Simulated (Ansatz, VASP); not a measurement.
**Lu: VASP beside Ansatz**

The input INCAR:

```
SYSTEM = Lu
ALGO = Normal ; EDIFF = 1E-7
ENCUT = 520 ; GGA = PE
ISIF = 2 ; ISMEAR = -1
LASPH = .True. ; LCHARG = .False.
LREAL = .False. ; LWAVE = .False.
NBANDS = 32 ; NELM = 80
PREC = Accurate ; SIGMA = 0.05
```

The input KPOINTS:

```
k-points
0
Gamma
  12 12 6
  0 0 0
```

POSCAR

```
Lu
1.0
    3.4571247502      0.0000000000      0.0000000000
   -1.7285623751      2.9939578577      0.0000000000
    0.0000000000      0.0000000000      5.3909921086
Lu
2
Direct
    0.3333333333      0.6666666667      0.2500000000
    0.6666666667      0.3333333333      0.7500000000
```

Input for Ansatz:

```yaml
crystal:
  lattice:
    - [3.4571247502, 0.0, 0.0]
    - [-1.7285623751, 2.9939578577, 0.0]
    - [0.0, 0.0, 5.3909921086]
  atoms:
    - { symbol: Lu, position: [0.3333333333, 0.6666666667, 0.25] }
    - { symbol: Lu, position: [0.6666666667, 0.3333333333, 0.75] }
kpoints:
  mp_grid: { grid: [12, 12, 6] }
scf:
  occupations: { method: fermi_dirac, width: 0.05 }
hamiltonian:
  xc: pbe
  pseudopotentials: { kind: all_electron, lapw: { basis_error: 0.00025 } }
output:
  forces: true
  stress: true
  eigenvalues: true
```

Change from the starting cell: volume scaled by 0.96.

Alike in both runs: task single point; functional PBE; k mesh 12 × 12 × 6; occupations fermi-dirac, width 0.05 eV; no spin polarisation.

```csv
,VASP,Ansatz
version,VASP 6.6.1,Ansatz 0.2.0
potentials or method,"VASP PAW PBE potentials, release 64 (Lu), cutoff 520 eV","all-electron LAPW, scalar-relativistic"
```

Ansatz gave:

- pressure (GPa): 2.1
- traceless stress, the component that is largest in VASP (GPa): -0.09

**Question.** Estimate VASP's values.

**Answer.** Pressure (GPa): 2.2; traceless stress, the component that is largest in VASP (GPa): -0.09.

Ansatz ran all-electron here, and VASP with PAW potentials.

Neither program's run includes spin-orbit coupling.
